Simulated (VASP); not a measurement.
Write the native input for VASP 6.6.1 that does the following.

| Item | Value |
| --- | --- |
| Task | relaxation of cell and atoms |
| Functional | BLYP |
| Potentials or basis | VASP PAW PBE potentials, release 64 (Au_sv_GW) |
| Cutoff | 500 eV |
| k mesh | 10 × 10 × 10 |
| Occupations | fermi-dirac, width 0.05 eV |
| Spin | no spin polarisation |
| Dipole correction | no |
| Second run | valence_matched |
| Further INCAR settings | ALGO = Normal; EDIFF = 1e-07; IBRION = 2; EDIFFG = -0.01; NSW = 60; ISIF = 3 |

The structure of Au lies in POSCAR:

```
Au
1.0
    2.7484100000      0.0000000000      0.0000000000
    0.0000000000      2.7484100000      0.0000000000
    0.0000000000      0.0000000000      2.7484100000
Au
1
Direct
    0.5000000000      0.5000000000      0.5000000000
```

One way to write it, as run:

INCAR

```
PREC = Accurate ; ENCUT = 500
EDIFF = 1E-7 ; ISMEAR = -1
SIGMA = 0.05 ; LREAL = False
LASPH = True ; NELM = 120
ALGO = Normal ; ISIF = 3
LWAVE = False ; LCHARG = False
GGA = B5 ; ALDAX = 1.0
AGGAX = 1.0 ; AGGAC = 1.0
ALDAC = 0.0 ; IBRION = 2
NSW = 60 ; EDIFFG = -0.01
GGA_COMPAT = False ; NELMIN = 4
```

KPOINTS

```
Automatic mesh
0
Gamma
  10 10 10
```

Potentials or basis: VASP PAW PBE potentials, release 64 (Au_sv_GW).

Launch:

```bash
$ cat potpaw_PBE.64/Au_sv_GW/POTCAR > POTCAR
$ mpirun -np 1 vasp_std > vasp.out
```

Results of the run:

```
Relaxed volume                         : 21.97 Å³/atom
Relaxed cell                           : a = 2.801 Å, b = 2.801 Å, c = 2.801 Å, α = 90.00°, β = 90.00°, γ = 90.00°
Space group after relaxing (to 0.05 Å) : Pm-3m (No. 221)
Energy gained by relaxing              : 23.8 meV/atom
Ionic steps                            : 4
Pressure after relaxing                : 0.0 GPa
```

Caveat: the PAW data sets were made with another functional, which shifts forces and pressure a little.

Wall time 67 s on 1 thread of AMD EPYC 7R13 Processor (Zen 3), on a shared host, peak memory 0.11 GiB.
